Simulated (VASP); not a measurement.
# TiSi16 (a cell with a defect) in VASP: single point with PBEsol

Aim: the single point of TiSi16 (a cell with a defect) with PBEsol.

Everything below comes from runs of VASP 6.6.1. Logs are shortened: lines on timing, memory, paths and dates and some standing lists are left out, and cuts for length are marked.

### 1 The cell of the first run

The cell holds a defect, 17 atoms: a = 7.679 Å, b = 7.679 Å, c = 7.679 Å, α = 60.00°, β = 60.00°, γ = 60.00°.

### 2 Single point, PBEsol

The input, INCAR:

```
PREC = Accurate ; ENCUT = 520
EDIFF = 1E-6 ; ISMEAR = 0
SIGMA = 0.02 ; LREAL = Auto
LASPH = T ; NELM = 60
ALGO = Normal ; ISIF = 2
LWAVE = F ; LCHARG = F
GGA = PS ; NBANDS = 52
```

The input, KPOINTS:

```
Automatic mesh
0
Gamma
  2 2 2
```

The input, POSCAR:

```
TiSi16
1.0
    0.0000000000      5.4300000000      5.4300000000
    5.4300000000      0.0000000000      5.4300000000
    5.4300000000      5.4300000000      0.0000000000
Si Ti
16 1
Direct
    0.0534081952     -0.0078011971     -0.0230505525
    0.1421536832      0.1336772560      0.1191940147
   -0.0015766114      0.0136289134      0.4935955801
    0.1423359116      0.1332852670      0.6044464088
   -0.0312278085      0.5062022099      0.0198176796
    0.1127090239      0.6258738490      0.1306324125
   -0.0310232044      0.5058145488      0.5050399632
    0.0576596685      0.6473174954      0.6473171271
    0.5156500000      0.0193205341      0.0028805709
    0.6770938306      0.1234616022      0.0995105893
    0.5159223757      0.0180382136      0.4617284530
    0.6274186004      0.1602469613      0.6054766114
    0.4837225599      0.4792396869      0.0187665746
    0.5951980663      0.6214192449      0.1625827808
    0.4339925414      0.5160054328      0.5247960405
    0.5954912523      0.6201503683      0.6213652855
    0.5555647330      0.8197319521      0.8121481584
```

Potentials or basis: VASP PAW PBE potentials, release 64 (Si, Ti_sv).

Launch:

```
$ cat potpaw_PBE.64/Si/POTCAR potpaw_PBE.64/Ti_sv/POTCAR > POTCAR
$ mpirun -np 1 vasp_std > vasp.out
```

OUTCAR:

```text
PREC = Accurate
   ENCUT = 520
   EDIFF = 1E-6
   ISMEAR = 0
   LREAL = Auto
   LASPH = T
   NELM = 60
   ISIF = 2
   GGA = PS

 ion  position               nearest neighbor table
   1  0.053  0.992  0.977-   6 2.33   2 2.35   4 2.35  10 2.36
   2  0.142  0.134  0.119-   9 2.35   1 2.35   3 2.35   5 2.36
   3  0.998  0.014  0.494-  12 2.33   8 2.33   2 2.35   4 2.35
   4  0.142  0.133  0.604-  11 2.35   1 2.35   3 2.35   7 2.36
   5  0.969  0.506  0.020-  14 2.35   8 2.35   6 2.35   2 2.36
   6  0.113  0.626  0.131-  13 2.33   1 2.33   7 2.35   5 2.35
   7  0.969  0.506  0.505-  16 2.34   8 2.35   6 2.35   4 2.36
   8  0.058  0.647  0.647-   3 2.33   7 2.35   5 2.35  15 2.36
   9  0.516  0.019  0.003-  10 2.29   2 2.35  17 2.43  12 2.50  14 2.52
  10  0.677  0.123  0.100-  13 2.29  11 2.29   9 2.29   1 2.36
  11  0.516  0.018  0.462-  10 2.29   4 2.35  17 2.43  12 2.50  16 2.52
  12  0.627  0.160  0.605-  15 2.29   3 2.33  17 2.47   9 2.50  11 2.50
  13  0.484  0.479  0.019-  10 2.29   6 2.33  17 2.47  16 2.50  14 2.50
  14  0.595  0.621  0.163-  15 2.29   5 2.35  17 2.43  13 2.50   9 2.52
  15  0.434  0.516  0.525-  12 2.29  14 2.29  16 2.29   8 2.36
  16  0.595  0.620  0.621-  15 2.29   7 2.34  17 2.43  13 2.50  11 2.52
  17  0.556  0.820  0.812-  11 2.43  14 2.43   9 2.43  16 2.43  13 2.47  12 2.47

  LATTYP: Found a face centered cubic cell.
 ALAT       =    10.8600000000

  Lattice vectors:

 A1 = (   0.0000000000,   5.4300000000,   5.4300000000)
 A2 = (   5.4300000000,   0.0000000000,   5.4300000000)
 A3 = (   5.4300000000,   5.4300000000,   0.0000000000)

Analysis of symmetry for initial positions (statically):
=====================================================================
 Subroutine PRICEL returns:
 Original cell was already a primitive cell.

 Routine SETGRP: Setting up the symmetry group for a
 face centered cubic supercell.

 Subroutine GETGRP returns: Found  1 space group operations
 (whereof  1 operations were pure point group operations)
 out of a pool of 48 trial point group operations.

The static configuration has the point symmetry C_1 .

Analysis of symmetry for dynamics (positions and initial velocities):
=====================================================================
 Subroutine PRICEL returns:
 Original cell was already a primitive cell.

 Routine SETGRP: Setting up the symmetry group for a
 face centered cubic supercell.

 Subroutine GETGRP returns: Found  1 space group operations
 (whereof  1 operations were pure point group operations)
 out of a pool of 48 trial point group operations.

[... 114 lines left out ...]
   LREAL  =      T    real-space projection
   EDIFFG = 0.1E-04   stopping-criterion for IOM
   NSW    =      0    number of steps for IOM
[... 5 lines left out ...]
   TEBEG  =    0.0;   TEEND  =   0.0 temperature during run
   PSTRESS=    0.0 pullay stress
   NELECT =      76.0000    total number of electrons
   NUPDOWN=      -1.0000    fix difference up-down
   EMIN   =  10.00;   EMAX   =-10.00  energy-range for DOS
   EFERMI =   0.00;   METHOD = LEGACY
   ISMEAR =     0;   SIGMA  =   0.02  broadening in eV -4-tet -1-fermi 0-gaus
   EFERMI_NEDOS =   21; number of points for ismear=-14 and -15
   IALGO  =     38    algorithm
   IMIX   =      4    mixing-type and parameters
     AMIX     =   0.40;   BMIX     =  1.00
     AMIX_MAG =   1.60;   BMIX_MAG =  1.00
  volume/ion in A,a.u.               =      18.84       127.11
  Fermi-wavevector in a.u.,A,eV,Ry     =   1.013607  1.915439 13.978610  1.027399
  Thomas-Fermi vector in A             =   2.146786
   LORBIT       =      0    0 simple, 1 ext, 2 COOP (PROOUT), +10 PAW based schemes
   GGA     = PS    functional components
   LHFCALC =     F    Hartree Fock is set to
   AEXX    =    0.0000 exact exchange contribution
   IVDW    =     0    specifies the selected vdW correction
   LEPSILON=     F    determine dielectric tensor
   LRPA    =     F    only Hartree local field effects (RPA)
 non-spin polarized calculation
 Gauss-broadening in eV      SIGMA  =   0.02
  energy-cutoff  :      520.00
  volume of cell :      320.21
 maximum number of plane-waves:      8646
 NGX is ok and might be reduce to    60
   NGX = 29   NGY = 29   NGZ = 29

 number of electron      76.0000001 magnetization

 Free energy of the ion-electron system (eV)
  ---------------------------------------------------
  ext. energy  EPLUGINS =         0.00000000
  ---------------------------------------------------
  free energy    TOTEN  =       -96.58992607 eV

  energy without entropy =      -96.58943927  energy(sigma->0) =      -96.58968267

 E-fermi :   6.7432     XC(G=0):  -9.8954

 val. band max:        6.7129501052   @ k =   0.5000   0.5000   0.5000
 cond. band min:       6.7739539903   @ k =   0.5000   0.0000   0.5000
 fundamental gap:      0.0610038851
 Fermi energy:         6.7432426432

 k-point     1 :       0.0000    0.0000    0.0000
  band No.  band energies     occupation
      1     -49.8994      2.00000
      2     -26.5065      2.00000
      3     -26.3015      2.00000
      4     -26.2765      2.00000
      5      -5.7162      2.00000
      6      -3.4816      2.00000
[... 413 lines left out ...]
     49       9.8174      0.00000
     50      10.3095      0.00000
 [bands above 50 left out]

------------------------ aborting loop because EDIFF is reached ----------------------------------------

  FORCE on cell =-STRESS in cart. coord.  units (eV):
  Direction    XX          YY          ZZ          XY          YZ          ZX
  --------------------------------------------------------------------------------------
  -------------------------------------------------------------------------------------
  Total        6.8882419      6.9094765      5.0984668      1.6441531     -2.7190150      2.6995855
  in kB       34.4658892     34.5721383     25.5106010      8.2266563    -13.6048167     13.5076000
  external PRESSURE =      31.5162095 kB  Pullay stress =       0.0000000 kB

 VOLUME and BASIS-vectors are now :
 -----------------------------------------------------------------------------
  energy-cutoff  :      520.00
  volume of cell :      320.21
      direct lattice vectors                 reciprocal lattice vectors
     0.000000000  5.430000000  5.430000000    -0.092081031  0.092081031  0.092081031
     5.430000000  0.000000000  5.430000000     0.092081031 -0.092081031  0.092081031
     5.430000000  5.430000000  0.000000000     0.092081031  0.092081031 -0.092081031

 POSITION                                       TOTAL-FORCE (eV/Angst)
 -----------------------------------------------------------------------------------
     10.69247      5.59484      5.67765        -0.002999      0.003406      0.004028
      1.37309      1.41912      1.49776        -0.000810      0.000100      0.000412
      2.75423      8.10166      5.49544         0.002795     -0.000809     -0.003113
      4.00588      4.05503      1.49662        -0.001876      0.002268      0.001212
      2.85629      5.36804      8.00911         0.002176     -0.002439     -0.002048
      4.10783      1.32134      4.01050        -0.002685      0.001099      0.001062
[... 9 lines left out ...]
      6.74143      6.60753      6.60093         0.006180     -0.004846      0.008682
      8.86111      7.42668      7.46786         0.001900     -0.001493      0.008013
 -----------------------------------------------------------------------------------
    total drift:                                0.011029     -0.008911      0.006727

  FREE ENERGIE OF THE ION-ELECTRON SYSTEM (eV)
  ---------------------------------------------------
  free  energy   TOTEN  =       -96.5899260659 eV

  energy  without entropy=      -96.5894392724  energy(sigma->0) =      -96.58968267
```

stdout:

```text
POSCAR found type information on POSCAR SiTi
 POSCAR found :  2 types and      17 ions
 scaLAPACK will be used
 -----------------------------------------------------------------------------
|                                                                             |
|                                                                             |
|     You enforced a specific xc type in the INCAR file but a different       |
|     I HOPE YOU KNOW WHAT YOU ARE DOING!                                     |
|                                                                             |
 -----------------------------------------------------------------------------

 LDA part: xc-table for (Slater+PW92), standard interpolation
 POSCAR, INCAR and KPOINTS ok, starting setup
 FFT: planning ... GRIDC
 FFT: planning ... GRID_SOFT
 FFT: planning ... GRID
 WAVECAR not read
 entering main loop
```

Run time: 5.8 min. Hardware: 1 thread of AMD EPYC 7R13 (Zen 3), shared host; peak memory 0.47 GiB.

What came out:

```yaml
Free_energy: -96.5899 eV
Pressure: 3.2 GPa
Largest_force: 0.013 eV/Å
Band_gap_on_the_k_mesh: zero (bands 38 and 39 overlap by 0.28 eV)
```

Forces on the atoms (eV/Å):
```
Si  -0.003  0.003  0.004
Si  -0.001  0.000  0.000
Si   0.003 -0.001 -0.003
Si  -0.002  0.002  0.001
Si   0.002 -0.002 -0.002
Si  -0.003  0.001  0.001
Si   0.002 -0.001 -0.002
Si   0.000 -0.001 -0.003
Si  -0.003  0.007 -0.010
Si  -0.002  0.001  0.006
Si  -0.003  0.000 -0.010
Si  -0.001  0.000 -0.003
Si  -0.001  0.001  0.002
Si   0.001 -0.002  0.009
Si   0.002 -0.002 -0.007
Si   0.006 -0.005  0.009
Ti   0.002 -0.001  0.008
```

Levels at points of the mesh, in eV from the Fermi level:
| k point | band 34 | band 35 | band 36 | band 37 | band 38 | band 39 | band 40 | band 41 |
| --- | --- | --- | --- | --- | --- | --- | --- | --- |
| (0.00, 0.00, 0.00) | -1.19 | -1.18 | -0.70 | -0.27 | -0.21 | -0.17 | -0.14 | -0.08 |
| (0.50, 0.00, 0.00) | -2.11 | -1.24 | -1.21 | -0.28 | -0.22 | 0.21 | 0.38 | 0.80 |
| (0.00, 0.50, 0.00) | -1.36 | -1.23 | -0.87 | -0.74 | 0.11 | 0.45 | 0.53 | 0.67 |
| (0.00, 0.00, 0.50) | -1.36 | -1.35 | -0.99 | -0.73 | -0.03 | 0.42 | 0.60 | 0.64 |
| (0.50, 0.50, 0.50) | -1.36 | -1.35 | -0.98 | -0.73 | -0.03 | 0.42 | 0.60 | 0.64 |
| (0.50, 0.50, 0.00) | -2.00 | -1.64 | -1.47 | -0.23 | 0.06 | 0.33 | 0.55 | 0.82 |
| (0.00, 0.50, 0.50) | -2.00 | -1.65 | -1.43 | -0.13 | 0.03 | 0.22 | 0.58 | 0.82 |
| (0.50, 0.00, 0.50) | -2.00 | -1.66 | -1.43 | -0.13 | 0.03 | 0.21 | 0.58 | 0.82 |

Caveat: the k points lie up to 0.50 Å⁻¹ apart; the PAW data sets were made with another functional, which shifts forces and pressure a little.

The gap in the log of VASP goes by the Fermi energy; the results here count the filled bands.